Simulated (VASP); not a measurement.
La3N2, 5 atoms in the cell. It takes space group I4/mmm (No. 139, tetragonal). The conventional cell has a = 4.863 Å, b = 4.863 Å, c = 12.503 Å, α = 90.00°, β = 90.00°, γ = 90.00°. La (site symmetry -4m2) has 4 N at 2.55 Å and 4 La at 3.44 Å within 3.5 Å. Within 3.1 Å of La (site symmetry 4/mmm) lie 2 N at 2.37 Å. N (site symmetry 4mm) has 5 La at 2.37 to 2.55 Å within 3.1 Å. The cell was generated, and may not be a known phase.

```yaml
Program: VASP 6.6.1
Task: relaxation of cell and atoms
Functional: PBE
Potentials_or_basis: VASP PAW PBE potentials, release 64 (La, N)
Cutoff: 600 eV
k_mesh: 6 × 6 × 6
Occupations: gaussian, width 0.1 eV
Spin: no spin polarisation
Dipole_correction: no
Further_INCAR_settings: ALGO = Normal; EDIFF = 1e-06; IBRION = 2; EDIFFG = -0.04; NSW = 90; ISIF = 3
```

Potentials or basis: VASP PAW PBE potentials, release 64 (La, N).

The run is started by

```console
$ cat potpaw_PBE.64/La/POTCAR potpaw_PBE.64/N/POTCAR > POTCAR
$ mpirun -np 1 vasp_std > vasp.out
```

Hardware: 1 thread of Intel(R) Xeon(R) Platinum 8488C (Sapphire Rapids), with other jobs on the host.

Question: How long does it take, and how much memory?

Answer: It took 13 min on 1 thread of Intel(R) Xeon(R) Platinum 8488C (Sapphire Rapids), on a shared host, peak memory 0.59 GiB. Counts: scf iterations 41, k points 30, ion steps 5.
